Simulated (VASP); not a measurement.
# W (Cmmm) in VASP: single point with LDA

Aim: the single point of W with LDA.

Everything below comes from runs of VASP 6.6.1. Logs are shortened: lines on timing, memory, paths and dates and some standing lists are left out, and cuts for length are marked.

## Step 1: The cell of the first run

Symmetry: Cmmm, No. 65, orthorhombic system. The conventional cell has a = 3.187 Å, b = 4.509 Å, c = 4.468 Å, α = 90.00°, β = 90.00°, γ = 90.00°. Within 3.6 Å of W (site symmetry mmm) lie 6 W at 2.76 to 3.19 Å.

## Step 2: Single point, LDA

INCAR reads:

```
ALGO = Normal
EDIFF = 1E-7
ENCUT = 520
GGA = CA
ISIF = 2
ISMEAR = -1
LASPH = True
LCHARG = False
LREAL = False
LWAVE = False
NBANDS = 13
NELM = 80
PREC = Accurate
SIGMA = 0.05
```

KPOINTS reads:

```
k-points
0
Gamma
  11 11 7
```

POSCAR reads:

```
W
1.0
    1.5937252200     -2.2546343400      0.0000000000
    1.5937252200      2.2546343400      0.0000000000
    0.0000000000      0.0000000000      4.4681168000
W
1
Direct
    0.5000000000      0.5000000000      0.5000000000
```

Potentials or basis: VASP PAW LDA potentials, release 64 (W_sv).

Command:

```console
cat potpaw_LDA.64/W_sv/POTCAR > POTCAR
mpirun -np 1 vasp_std > vasp.out
```

OUTCAR:

```text
EDIFF = 1E-7
   ENCUT = 520
   GGA = CA
   ISIF = 2
   ISMEAR = -1
   LASPH = True
   LREAL = False
   NELM = 80
   PREC = Accurate

 ion  position               nearest neighbor table
   1  0.500  0.500  0.500-

  LATTYP: Found a base centered orthorhombic cell.
 ALAT       =     3.1874504400
 B/A-ratio  =     1.4146945231
 C/A-ratio  =     1.4017839286

  Lattice vectors:

 A1 = (   1.5937252200,  -2.2546343400,   0.0000000000)
 A2 = (   1.5937252200,   2.2546343400,   0.0000000000)
 A3 = (   0.0000000000,   0.0000000000,   4.4681168000)

Analysis of symmetry for initial positions (statically):
=====================================================================
 Subroutine PRICEL returns:
 Original cell was already a primitive cell.

 Routine SETGRP: Setting up the symmetry group for a
 base centered orthorhombic supercell.

 Subroutine GETGRP returns: Found  8 space group operations
 (whereof  8 operations were pure point group operations)
 out of a pool of  8 trial point group operations.

The static configuration has the point symmetry D_2h.

Analysis of symmetry for dynamics (positions and initial velocities):
=====================================================================
 Subroutine PRICEL returns:
 Original cell was already a primitive cell.

 Routine SETGRP: Setting up the symmetry group for a
 base centered orthorhombic supercell.

 Subroutine GETGRP returns: Found  8 space group operations
 (whereof  8 operations were pure point group operations)
 out of a pool of  8 trial point group operations.

The dynamic configuration has the point symmetry D_2h.

 Subroutine INISYM returns: Found  8 space group operations
 (whereof  8 operations are pure point group operations),
 and found     1 'primitive' translations

----------------------------------------------------------------------------------------

                                     Primitive cell

  volume of cell :      32.1103

  direct lattice vectors                    reciprocal lattice vectors
     1.593725220 -2.254634340  0.000000000     0.313730368 -0.221765450  0.000000000
     1.593725220  2.254634340  0.000000000     0.313730368  0.221765450  0.000000000
     0.000000000  0.000000000  4.468116800     0.000000000  0.000000000  0.223807936

  length of vectors
     2.761038950  2.761038950  4.468116800     0.384196120  0.384196120  0.223807936

  position of ions in fractional coordinates (direct lattice)
     0.500000000  0.500000000  0.500000000

  ion indices of the primitive-cell ions
   primitive index   ion index
                 1           1

----------------------------------------------------------------------------------------

 KPOINTS: k-points

Automatic generation of k-mesh.
 Grid dimensions read from file:
 generate k-points for:   11   11    7

 Generating k-lattice:

  Cartesian coordinates                     Fractional coordinates (reciprocal lattice)
     0.028520943 -0.020160495  0.000000000     0.090909091  0.000000000  0.000000000
     0.028520943  0.020160495  0.000000000     0.000000000  0.090909091  0.000000000
     0.000000000  0.000000000  0.031972562     0.000000000  0.000000000  0.142857143

  Length of vectors
     0.034926920  0.034926920  0.031972562

  Shift w.r.t. Gamma in fractional coordinates (k-lattice)
     0.000000000  0.000000000  0.000000000

 Subroutine IBZKPT returns following result:
 ===========================================

 Found    144 irreducible k-points:

 Following reciprocal coordinates:
            Coordinates               Weight
  0.000000  0.000000  0.000000      1.000000
  0.090909  0.000000  0.000000      4.000000
  0.181818 -0.000000  0.000000      4.000000
  0.272727 -0.000000  0.000000      4.000000
  0.363636 -0.000000  0.000000      4.000000
  0.454545 -0.000000  0.000000      4.000000
[... 16 lines left out ...]
 -0.272727  0.181818  0.000000      4.000000
 -0.181818  0.181818  0.000000      2.000000
 [... further k-points ...]
   k-points           NKPTS =    144   k-points in BZ     NKDIM =    144   number of bands    NBANDS=     13
   number of dos      NEDOS =    301   number of ions     NIONS =      1
   total plane-waves  NPLWV =  20736
   dimension x,y,z NGX =    24 NGY =   24 NGZ =   36
   dimension x,y,z NGXF=    48 NGYF=   48 NGZF=   72
   ions per type =               1
   NGX,Y,Z   is equivalent  to a cutoff of  14.45, 14.45, 13.39 a.u.
   NGXF,Y,Z  is equivalent  to a cutoff of  28.90, 28.90, 26.79 a.u.
 SYSTEM =  unknown system
   PREC   = accura    normal or accurate (medium, high low for compatibility)
   ISTART =      0    job   : 0-new  1-cont  2-samecut
   ICHARG =      2    charge: 1-file 2-atom 10-const
   ISPIN  =      1    spin polarized calculation?
   LNONCOLLINEAR =      F non collinear calculations
   LSORBIT =      F    spin-orbit coupling
   LASPH  =      T    aspherical Exc in radial PAW
   ENCUT  =  520.0 eV  38.22 Ry    6.18 a.u.   5.13  5.13  8.31*2*pi/ulx,y,z
   NELM   =     80;   NELMIN=  2; NELMDL= -5     # of ELM steps
   EDIFF  = 0.1E-06   stopping-criterion for ELM
   LREAL  =      F    real-space projection
   EDIFFG = 0.1E-05   stopping-criterion for IOM
   NSW    =      0    number of steps for IOM
   IBRION =     -1    ionic relax: 0-MD 1-quasi-New 2-CG
   NFREE  =      0    steps in history (QN), initial steepest desc. (CG)
   ISIF   =      2    stress and relaxation
   ISYM   =      2    0-nonsym 1-usesym 2-fastsym
   POTIM  = 0.5000    time-step for ionic-motion
   TEBEG  =    0.0;   TEEND  =   0.0 temperature during run
   PSTRESS=    0.0 pullay stress
   NELECT =      14.0000    total number of electrons
   NUPDOWN=      -1.0000    fix difference up-down
   EMIN   =  10.00;   EMAX   =-10.00  energy-range for DOS
   EFERMI =   0.00;   METHOD = LEGACY
   ISMEAR =    -1;   SIGMA  =   0.05  broadening in eV -4-tet -1-fermi 0-gaus
   EFERMI_NEDOS =   21; number of points for ismear=-14 and -15
   IALGO  =     38    algorithm
   IMIX   =      4    mixing-type and parameters
     AMIX     =   0.40;   BMIX     =  1.00
     AMIX_MAG =   1.60;   BMIX_MAG =  1.00
  volume/ion in A,a.u.               =      32.11       216.69
  Fermi-wavevector in a.u.,A,eV,Ry     =   1.241374  2.345858 20.966723  1.541011
  Thomas-Fermi vector in A             =   2.375775
   LORBIT       =      0    0 simple, 1 ext, 2 COOP (PROOUT), +10 PAW based schemes
   GGA     = CA    functional components
   LHFCALC =     F    Hartree Fock is set to
   AEXX    =    0.0000 exact exchange contribution
   IVDW    =     0    specifies the selected vdW correction
   LEPSILON=     F    determine dielectric tensor
   LRPA    =     F    only Hartree local field effects (RPA)
 non-spin polarized calculation
  energy-cutoff  :      520.00
  volume of cell :       32.11
 maximum number of plane-waves:       879
 NGX is ok and might be reduce to    24
   NGX = 11   NGY = 11   NGZ = 17

 number of electron      13.9999999 magnetization

 Free energy of the ion-electron system (eV)
  ---------------------------------------------------
  ext. energy  EPLUGINS =         0.00000000
  ---------------------------------------------------
  free energy    TOTEN  =       -10.54282999 eV

  energy without entropy =      -10.52270292  energy(sigma->0) =      -10.53276645

 E-fermi :   3.1491     XC(G=0):  -9.7700

 val. band max:        3.1426548167   @ k =   0.1818   0.1818   0.2857
 cond. band min:       3.1508481638   @ k =   0.4545   0.3636   0.2857
 fundamental gap:      0.0081933471
 Fermi energy:         3.1491381228

 k-point     1 :       0.0000    0.0000    0.0000
  band No.  band energies     occupation
      1     -70.6666      2.00000
      2     -35.2986      2.00000
      3     -34.5937      2.00000
      4     -34.3264      2.00000
      5      -3.1200      2.00000
      6       1.0325      2.00000
      7       1.2833      2.00000
      8       5.2848      0.00000
      9       5.5063      0.00000
     10       6.1621      0.00000
     11       6.4655      0.00000
     12      12.2037      0.00000
     13      17.5559      0.00000

 k-point     2 :       0.0909    0.0000    0.0000
  band No.  band energies     occupation
      1     -70.6618      2.00000
      2     -35.2908      2.00000
      3     -34.6311      2.00000
      4     -34.3624      2.00000
      5      -2.8242      2.00000
      6       1.1485      2.00000
      7       1.3850      2.00000
      8       4.6071      0.00000
      9       5.2329      0.00000
     10       5.9269      0.00000
     11       7.6139      0.00000
     12      12.2414      0.00000
     13      17.8605      0.00000

 k-point     3 :       0.1818   -0.0000    0.0000
  band No.  band energies     occupation
      1     -70.6491      2.00000
      2     -35.2699      2.00000
      3     -34.7673      2.00000
      4     -34.4202      2.00000
      5      -2.0413      2.00000
      6       1.3019      2.00000
      7       1.8381      2.00000
      8       3.3874      0.01689
      9       5.2819      0.00000
     10       5.8314      0.00000
     11       8.9980      0.00000
     12      12.3231      0.00000
     13      16.8071      0.00000
[... 305 lines left out ...]
 k-point    23 :      -0.2727    0.1818    0.0000
  band No.  band energies     occupation
      1     -70.6208      2.00000
      2     -35.2268      2.00000
      3     -34.8979      2.00000
      4     -34.6635      2.00000
      5      -0.7549      2.00000
      6       2.1534      2.00000
      7       2.3171      2.00000
      8       2.7064      1.99971
      9       4.3930      0.00000
     10       4.8132      0.00000
     11      10.9181      0.00000
     12      12.6273      0.00000
     13      16.8723      0.00000

 k-point    24 :      -0.1818    0.1818    0.0000
  band No.  band energies     occupation
      1     -70.6360      2.00000
      2     -35.2510      2.00000
      3     -34.7173      2.00000
      4     -34.6320      2.00000
      5      -1.5906      2.00000
      6       1.7730      2.00000
      7       2.7638      1.99910
      8       3.4218      0.00853
      9       3.4498      0.00488
     10       4.9122      0.00000
     11       9.9146      0.00000
     12      12.4879      0.00000
     13      19.2222      0.00000

 [... further k-points ...]
[... 5 lines left out ...]
  --------------------------------------------------------------------------------------
  -------------------------------------------------------------------------------------
  Total       -6.9179764     -6.0499337     -2.0118816     -0.0000000      0.0000000      0.0000000
  in kB     -345.1799690   -301.8680305   -100.3850213     -0.0000000      0.0000000      0.0000000
  external PRESSURE =    -249.1443403 kB  Pullay stress =       0.0000000 kB

 VOLUME and BASIS-vectors are now :
 -----------------------------------------------------------------------------
  energy-cutoff  :      520.00
  volume of cell :       32.11
      direct lattice vectors                 reciprocal lattice vectors
     1.593725220 -2.254634340  0.000000000     0.313730368 -0.221765450  0.000000000
     1.593725220  2.254634340  0.000000000     0.313730368  0.221765450  0.000000000
     0.000000000  0.000000000  4.468116800     0.000000000  0.000000000  0.223807936

 POSITION                                       TOTAL-FORCE (eV/Angst)
 -----------------------------------------------------------------------------------
      1.59373      0.00000      2.23406        -0.000000      0.000000      0.000000
 -----------------------------------------------------------------------------------
    total drift:                                0.000000      0.000000     -0.000000

  FREE ENERGIE OF THE ION-ELECTRON SYSTEM (eV)
  ---------------------------------------------------
  free  energy   TOTEN  =       -10.5428299892 eV

  energy  without entropy=      -10.5227029198  energy(sigma->0) =      -10.53276645
```

It took 31 s on 1 thread of AMD EPYC 9R14 (Zen 4), shared host; peak memory 0.15 GiB.

What came out:

```
Free energy            : -10.5428 eV
Pressure               : -24.9 GPa
Band gap on the k mesh : zero (band 7 reaches 4.05 eV, above the bottom of band 8 at 2.59 eV)
```

Stress tensor (GPa, compression positive):
```
-34.52   0.00   0.00
  0.00 -30.19   0.00
  0.00   0.00 -10.04
```

Levels at points of the mesh, in eV from the Fermi level:
```tsv
k point	band 5	band 6	band 7	band 8	band 9	band 10
(0.00, 0.00, 0.00)	-6.27	-2.12	-1.87	2.14	2.36	3.01
```

Caveat: spin-orbit coupling is left out, which moves the levels of the heavy elements.
